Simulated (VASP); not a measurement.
## S: single point with PBE

S:

```
S
1.0
     1.41387   -0.81630    2.30879
     0.00000    1.63259    2.30879
    -1.41387   -0.81630    2.30879
S
2
Cartesian
  0.0000 0.0000 1.7316
  0.0000 0.0000 -1.7316
```

| Property | Result |
| --- | --- |
| Program | VASP 6.6.1 |
| Task | single point |
| Functional | PBE |
| Potentials or basis | VASP PAW PBE potentials, release 64 (S) |
| Cutoff | 520 eV |
| k mesh | 16 × 16 × 16 |
| Occupations | fermi-dirac, width 0.08 eV |
| Spin | no spin polarisation |
| Dipole correction | no |
| Further INCAR settings | ALGO = Normal; EDIFF = 1e-06; NBANDS = 13 |

```
Pressure               : 196.0 GPa
Band gap on the k mesh : zero (band 6 reaches 22.62 eV, above the bottom of band 7 at 20.63 eV)
```

Levels at points of the mesh, in eV from the Fermi level:
```
           k point  band 2  band 3  band 4  band 5  band 6  band 7  band 8  band 9  band 10  band 11
(0.00, 0.00, 0.00)   -7.10   -7.10   -7.10   -0.75    0.77    0.77    0.77    3.86     3.86     4.18
(0.50, 0.00, 0.00)  -21.44   -6.38   -6.38   -6.38   -6.38   -0.46   -0.46   12.49    12.49    12.49
(0.50, 0.50, 0.50)  -21.44   -6.38   -6.38   -6.38   -6.38   -0.46   -0.46   12.49    12.49    12.49
(0.50, 0.50, 0.00)  -17.70  -12.44  -12.20  -12.20   -4.74    7.72    9.17    9.17    13.98    15.47
```

Run time: 48 s on 1 thread of Intel(R) Xeon(R) Platinum 8375C CPU @ 2.90GHz (Ice Lake), with other jobs on the host, peak memory 0.18 GiB.
